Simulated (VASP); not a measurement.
Here is a VASP 6.6.1 calculation.

File INCAR:

```
SYSTEM = Al
PREC = Accurate
ENCUT = 520
EDIFF = 1E-6
ISMEAR = 0
SIGMA = 0.1
LREAL = .False.
LASPH = .True.
NELM = 60
ALGO = Fast
ISIF = 2
LWAVE = .False.
LCHARG = .False.
GGA = PE
IVDW = 12
NBANDS = 14
```

KPOINTS

```
Automatic mesh
0
Gamma
  21 21 6
  0 0 0
```

Contents of POSCAR:

```
Al
1.0
    2.8147782361      0.0000000000      0.0000000000
   -1.4073891181      2.4376694585      0.0000000000
    0.0000000000      0.0000000000      8.9645423481
Al
4
Direct
    0.0000000000      0.0000000000      0.0000000000
    0.3333333333      0.6666666667      0.2500000000
    0.0000000000      0.0000000000      0.5000000000
    0.6666666667      0.3333333333      0.7500000000
```

Potentials or basis: VASP PAW PBE potentials, release 64 (Al).

The run is started by

```console
$ cat potpaw_PBE.64/Al/POTCAR > POTCAR
$ mpirun -np 1 vasp_std > vasp.out
```

Task: What does it give for the dispersion energy per atom?

Result: -0.362 eV.

Task: Estimate the pressure.

Result: 2.8 GPa.

Stress tensor (GPa, compression positive):
```
1.52 0.00 0.00
0.00 1.52 0.00
0.00 0.00 5.26
```

Caveat: the cell differs from its parent crystal (strain along c alone, the other axes held: -3.0 %); pairwise dispersion overbinds metals, which lowers pressure and volume.
